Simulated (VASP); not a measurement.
# Ag (P6_3/mmc) in VASP: a series of runs

Runs on Ag. Level: PBEsol. Tasks: relaxation of cell and atoms, single point.

All numbers are computed with VASP 6.6.1; they aren't measurements. Logs are shortened: lines on timing, memory, paths and dates and some standing lists are left out, and cuts for length are marked.

## Step 1: The cell of the first run

The structure is hexagonal, space group P6_3/mmc (No. 194). The conventional cell has a = 2.886 Å, b = 2.886 Å, c = 9.425 Å, α = 90.00°, β = 90.00°, γ = 120.00°. Within 3.8 Å of Ag (site symmetry -3m) lie 12 Ag at 2.89 Å. Ag (site symmetry -6m2) has 12 Ag at 2.89 Å within 3.8 Å.

## Step 2: Relaxation of cell and atoms, PBEsol, target pressure -2 GPa, at which the enthalpy is minimised

Input file INCAR:

```
SYSTEM = Ag
ALGO = Fast
EDIFF = 1E-7
EDIFFG = -0.008
ENCUT = 600
GGA = PS
IBRION = 2
ISIF = 3
ISMEAR = 0
LASPH = .TRUE.
LCHARG = .FALSE.
LREAL = .FALSE.
LWAVE = .FALSE.
NELM = 80
NSW = 70
PREC = Accurate
PSTRESS = -20.0
SIGMA = 0.1
```

Input file KPOINTS:

```
k-points
0
G
  18 18 6
  0 0 0
```

Input file POSCAR:

```
Ag
1.0
    2.8859096293      0.0000000000      0.0000000000
   -1.4429548146      2.4992710520      0.0000000000
    0.0000000000      0.0000000000      9.4253293970
Ag
4
Direct
    0.0000000000      0.0000000000      0.0000000000
    0.0000000000      0.0000000000      0.5000000000
    0.3333333333      0.6666666667      0.2500000000
    0.6666666667      0.3333333333      0.7500000000
```

Potentials or basis: VASP PAW PBE potentials, release 64 (Ag).

The run is started by

```
cat potpaw_PBE.64/Ag/POTCAR > POTCAR
mpirun -np 1 vasp_std > vasp.out
```

OUTCAR:

```text
SYSTEM = Ag
   EDIFF = 1E-7
   EDIFFG = -0.008
   ENCUT = 600
   GGA = PS
   IBRION = 2
   ISIF = 3
   ISMEAR = 0
   LASPH = .TRUE.
   LREAL = .FALSE.
   NELM = 80
   NSW = 70
   PREC = Accurate
   PSTRESS = -20.0

 ion  position               nearest neighbor table
   1  0.000  0.000  0.000-   3 2.89   4 2.89   3 2.89   4 2.89   4 2.89   3 2.89
   2  0.000  0.000  0.500-   3 2.89   4 2.89   3 2.89   4 2.89   4 2.89   3 2.89
   3  0.333  0.667  0.250-   1 2.89   2 2.89   1 2.89   2 2.89   1 2.89   2 2.89
   4  0.667  0.333  0.750-   1 2.89   2 2.89   1 2.89   2 2.89   1 2.89   2 2.89

  LATTYP: Found a hexagonal cell.
 ALAT       =     2.8859096293
 C/A-ratio  =     3.2659821712

  Lattice vectors:

 A1 = (   2.8859096293,   0.0000000000,   0.0000000000)
 A2 = (  -1.4429548146,   2.4992710520,   0.0000000000)
 A3 = (   0.0000000000,   0.0000000000,   9.4253293970)

Analysis of symmetry for initial positions (statically):
=====================================================================
 Subroutine PRICEL returns:
 Original cell was already a primitive cell.

 Routine SETGRP: Setting up the symmetry group for a
 hexagonal supercell.

 Subroutine GETGRP returns: Found 24 space group operations
 (whereof 12 operations were pure point group operations)
 out of a pool of 24 trial point group operations.

The static configuration has the point symmetry D_3d.
 The point group associated with its full space group is D_6h.

Analysis of symmetry for dynamics (positions and initial velocities):
=====================================================================
 Subroutine PRICEL returns:
 Original cell was already a primitive cell.

 Routine SETGRP: Setting up the symmetry group for a
 hexagonal supercell.

 Subroutine GETGRP returns: Found 24 space group operations
 (whereof 12 operations were pure point group operations)
 out of a pool of 24 trial point group operations.

The dynamic configuration has the point symmetry D_3d.
 The point group associated with its full space group is D_6h.

 Subroutine INISYM returns: Found 24 space group operations
 (whereof 12 operations are pure point group operations),
 and found     1 'primitive' translations

----------------------------------------------------------------------------------------

                                     Primitive cell

  volume of cell :      67.9818

  direct lattice vectors                    reciprocal lattice vectors
     2.885909629  0.000000000  0.000000000     0.346511197  0.200058333  0.000000000
    -1.442954815  2.499271052  0.000000000     0.000000000  0.400116666  0.000000000
     0.000000000  0.000000000  9.425329397     0.000000000  0.000000000  0.106097088

  length of vectors
     2.885909629  2.885909629  9.425329397     0.400116666  0.400116666  0.106097088

  position of ions in fractional coordinates (direct lattice)
     0.000000000  0.000000000  0.000000000
     0.000000000  0.000000000  0.500000000
     0.333333333  0.666666667  0.250000000
     0.666666667  0.333333333  0.750000000

  ion indices of the primitive-cell ions
   primitive index   ion index
                 1           1
                 2           2
                 3           3
                 4           4

----------------------------------------------------------------------------------------

 KPOINTS: k-points

Automatic generation of k-mesh.
 Grid dimensions read from file:
 generate k-points for:   18   18    6

 Generating k-lattice:

  Cartesian coordinates                     Fractional coordinates (reciprocal lattice)
     0.019250622  0.011114352  0.000000000     0.055555556  0.000000000  0.000000000
     0.000000000  0.022228704  0.000000000     0.000000000  0.055555556  0.000000000
     0.000000000  0.000000000  0.017682848     0.000000000  0.000000000  0.166666667

  Length of vectors
     0.022228704  0.022228704  0.017682848

  Shift w.r.t. Gamma in fractional coordinates (k-lattice)
     0.000000000  0.000000000  0.000000000

 Subroutine IBZKPT returns following result:
 ===========================================

 Found    148 irreducible k-points:

 Following reciprocal coordinates:
            Coordinates               Weight
  0.000000  0.000000  0.000000      1.000000
  0.055556  0.000000  0.000000      6.000000
  0.111111  0.000000  0.000000      6.000000
  0.166667  0.000000  0.000000      6.000000
  0.222222  0.000000  0.000000      6.000000
  0.277778  0.000000  0.000000      6.000000
[... 16 lines left out ...]
  0.333333  0.111111  0.000000     12.000000
  0.388889  0.111111  0.000000     12.000000
 [... further k-points ...]
   k-points           NKPTS =    148   k-points in BZ     NKDIM =    148   number of bands    NBANDS=     26
   number of dos      NEDOS =    301   number of ions     NIONS =      4
   total plane-waves  NPLWV =  46080
   dimension x,y,z NGX =    24 NGY =   24 NGZ =   80
   dimension x,y,z NGXF=    48 NGYF=   48 NGZF=  160
   ions per type =               4
   NGX,Y,Z   is equivalent  to a cutoff of  13.83, 13.83, 14.11 a.u.
   NGXF,Y,Z  is equivalent  to a cutoff of  27.65, 27.65, 28.22 a.u.
 SYSTEM =  Ag
   PREC   = accura    normal or accurate (medium, high low for compatibility)
   ISTART =      0    job   : 0-new  1-cont  2-samecut
   ICHARG =      2    charge: 1-file 2-atom 10-const
   ISPIN  =      1    spin polarized calculation?
   LNONCOLLINEAR =      F non collinear calculations
   LSORBIT =      F    spin-orbit coupling
   LASPH  =      T    aspherical Exc in radial PAW
   ENCUT  =  600.0 eV  44.10 Ry    6.64 a.u.   5.76  5.76 18.82*2*pi/ulx,y,z
   NELM   =     80;   NELMIN=  2; NELMDL= -5     # of ELM steps
   EDIFF  = 0.1E-06   stopping-criterion for ELM
   LREAL  =      F    real-space projection
   EDIFFG = -.8E-02   stopping-criterion for IOM
   NSW    =     70    number of steps for IOM
   IBRION =      2    ionic relax: 0-MD 1-quasi-New 2-CG
   NFREE  =      1    steps in history (QN), initial steepest desc. (CG)
   ISIF   =      3    stress and relaxation
   ISYM   =      2    0-nonsym 1-usesym 2-fastsym
   POTIM  = 0.5000    time-step for ionic-motion
   TEBEG  =    0.0;   TEEND  =   0.0 temperature during run
   PSTRESS=  -20.0 pullay stress
   NELECT =      44.0000    total number of electrons
   NUPDOWN=      -1.0000    fix difference up-down
   EMIN   =  10.00;   EMAX   =-10.00  energy-range for DOS
   EFERMI =   0.00;   METHOD = LEGACY
   ISMEAR =     0;   SIGMA  =   0.10  broadening in eV -4-tet -1-fermi 0-gaus
   EFERMI_NEDOS =   21; number of points for ismear=-14 and -15
   IALGO  =     68    algorithm
   IMIX   =      4    mixing-type and parameters
     AMIX     =   0.40;   BMIX     =  1.00
     AMIX_MAG =   1.60;   BMIX_MAG =  1.00
  volume/ion in A,a.u.               =      17.00       114.69
  Fermi-wavevector in a.u.,A,eV,Ry     =   1.416103  2.676047 27.284413  2.005348
  Thomas-Fermi vector in A             =   2.537472
   LORBIT       =      0    0 simple, 1 ext, 2 COOP (PROOUT), +10 PAW based schemes
   GGA     = PS    functional components
   LHFCALC =     F    Hartree Fock is set to
   AEXX    =    0.0000 exact exchange contribution
   IVDW    =     0    specifies the selected vdW correction
   LEPSILON=     F    determine dielectric tensor
   LRPA    =     F    only Hartree local field effects (RPA)
 conjugate gradient relaxation of ions
 non-spin polarized calculation
 RMM-DIIS sequential band-by-band and
 Gauss-broadening in eV      SIGMA  =   0.10
  energy-cutoff  :      600.00
  volume of cell :       67.98
 maximum number of plane-waves:      2296
 NGX is ok and might be reduce to    24
   NGX = 11   NGY = 11   NGZ = 37

--------------------------------------- Ionic step        1  -------------------------------------------

 number of electron      43.9999995 magnetization

 Free energy of the ion-electron system (eV)
  ---------------------------------------------------
  ext. energy  EPLUGINS =         0.00000000
  ---------------------------------------------------
  free energy    TOTEN  =       -13.21884675 eV

  energy without entropy =      -13.21278830  energy(sigma->0) =      -13.21581752

------------------------ aborting loop because EDIFF is reached ----------------------------------------

  FORCE on cell =-STRESS in cart. coord.  units (eV):
  Direction    XX          YY          ZZ          XY          YZ          ZX
  --------------------------------------------------------------------------------------
  -------------------------------------------------------------------------------------
  Total       -0.9909205     -0.9909205     -0.9649098     -0.0000000     -0.0000000      0.0000000
  in kB      -23.3537570    -23.3537570    -22.7407438     -0.0000000     -0.0000000      0.0000000
  external PRESSURE =      -3.1494193 kB  Pullay stress =     -20.0000000 kB

 VOLUME and BASIS-vectors are now :
 -----------------------------------------------------------------------------
  energy-cutoff  :      600.00
  volume of cell :       67.98
      direct lattice vectors                 reciprocal lattice vectors
     2.885909629  0.000000000  0.000000000     0.346511197  0.200058333  0.000000000
    -1.442954815  2.499271052  0.000000000     0.000000000  0.400116666  0.000000000
     0.000000000  0.000000000  9.425329397     0.000000000  0.000000000  0.106097088
[... 50 lines left out ...]
  FREE ENERGIE OF THE ION-ELECTRON SYSTEM (eV)
  ---------------------------------------------------
  free  energy   TOTEN  =       -13.2231735404 eV

  energy  without entropy=      -13.2171873724  energy(sigma->0) =      -13.22018046

  enthalpy is  TOTEN    =       -14.0676945791 eV   P V=       -0.8445210387

--------------------------------------- Ionic step        3  -------------------------------------------

 number of electron      43.9999995 magnetization

 Free energy of the ion-electron system (eV)
  ---------------------------------------------------
  ext. energy  EPLUGINS =         0.00000000
  ---------------------------------------------------
  free energy    TOTEN  =       -13.22222398 eV

  energy without entropy =      -13.21622048  energy(sigma->0) =      -13.21922223

 E-fermi :   8.2793     XC(G=0): -12.4528

 val. band max:        8.2432275561   @ k =   0.2222   0.2222   0.0000
 cond. band min:       8.2801826172   @ k =   0.2778   0.0556   0.3333
 fundamental gap:      0.0369550611
 Fermi energy:         8.2793248579

 k-point     1 :       0.0000    0.0000    0.0000
  band No.  band energies     occupation
      1       0.4459      2.00000
      2       1.8563      2.00000
      3       1.8631      2.00000
      4       1.8911      2.00000
      5       3.5194      2.00000
      6       3.5194      2.00000
[... 18 lines left out ...]
     25      11.9409      0.00000
     26      19.4768      0.00000
[... 644 lines left out ...]
      4       2.6120      2.00000
      5       2.6708      2.00000
      6       2.9367      2.00000
[... 18 lines left out ...]
     25      13.3483      0.00000
     26      13.4539      0.00000

 [... further k-points ...]

------------------------ aborting loop because EDIFF is reached ----------------------------------------

  FORCE on cell =-STRESS in cart. coord.  units (eV):
  Direction    XX          YY          ZZ          XY          YZ          ZX
  --------------------------------------------------------------------------------------
  -------------------------------------------------------------------------------------
  Total       -0.8319897     -0.8319897     -0.8159737     -0.0000000      0.0000000      0.0000000
  in kB      -19.6801544    -19.6801544    -19.3013057     -0.0000000      0.0000000      0.0000000
  external PRESSURE =       0.4461285 kB  Pullay stress =     -20.0000000 kB

 VOLUME and BASIS-vectors are now :
 -----------------------------------------------------------------------------
  energy-cutoff  :      600.00
  volume of cell :       67.73
      direct lattice vectors                 reciprocal lattice vectors
     2.882155448 -0.000000000  0.000000000     0.346962549  0.200318921  0.000000000
    -1.441077724  2.496019836  0.000000000     0.000000000  0.400637842  0.000000000
    -0.000000000 -0.000000000  9.415309439    -0.000000000 -0.000000000  0.106209998

 POSITION                                       TOTAL-FORCE (eV/Angst)
 -----------------------------------------------------------------------------------
     -0.00000      0.00000      0.00000         0.000000      0.000000      0.000000
     -0.00000     -0.00000      4.70765         0.000000      0.000000      0.000000
     -0.00000      1.66401      2.35383         0.000000     -0.000000     -0.000000
      1.44108      0.83201      7.06148        -0.000000     -0.000000      0.000000
 -----------------------------------------------------------------------------------
    total drift:                               -0.000000      0.000000     -0.000000

  FREE ENERGIE OF THE ION-ELECTRON SYSTEM (eV)
  ---------------------------------------------------
  free  energy   TOTEN  =       -13.2222239845 eV

  energy  without entropy=      -13.2162204845  energy(sigma->0) =      -13.21922223

  enthalpy is  TOTEN    =       -14.0677353390 eV   P V=       -0.8455113545

 reached required accuracy - stopping structural energy minimisation
```

It took 9.2 min on 1 thread of Intel Xeon 6975P-C, shared host; peak memory 0.39 GiB.

What came out:

| Item | Value |
| --- | --- |
| Free energy | -13.2222 eV |
| Relaxed volume | 16.93 Å³/atom |
| Relaxed cell | a = 2.882 Å, b = 2.882 Å, c = 9.415 Å, α = 90.00°, β = 90.00°, γ = 120.00° |
| Space group after relaxing (to 0.05 Å) | P6_3/mmc (No. 194) |
| Energy change on relaxing (the enthalpy is what falls) | -0.8 meV/atom |
| Ionic steps | 3 |
| Pressure after relaxing | -2.0 GPa |
| Band gap on the k mesh | zero (band 22 reaches 11.79 eV, above the bottom of band 23 at 5.27 eV) |

Step by step:
```tsv
step	energy change (eV)	largest force (eV/Å)	pressure (GPa)	volume (Å³)
1	0.0000	0.0000	-2.31	67.98
2	-0.0043	0.0000	-1.88	67.65
3	-0.0034	0.0000	-1.96	67.73
```

Final structure:
```
Ag
1.0
     2.88216    0.00000    0.00000
    -1.44108    2.49602    0.00000
     0.00000    0.00000    9.41531
Ag
4
Direct
  0.00000 0.00000 0.00000
  0.00000 0.00000 0.50000
  0.33333 0.66667 0.25000
  0.66667 0.33333 0.75000
```

Caveat: the cell is relaxed towards a set pressure, so the enthalpy falls and the energy may rise; the PAW data sets were made with another functional, which shifts forces and pressure a little.

(Continued in part 2 of 2.)
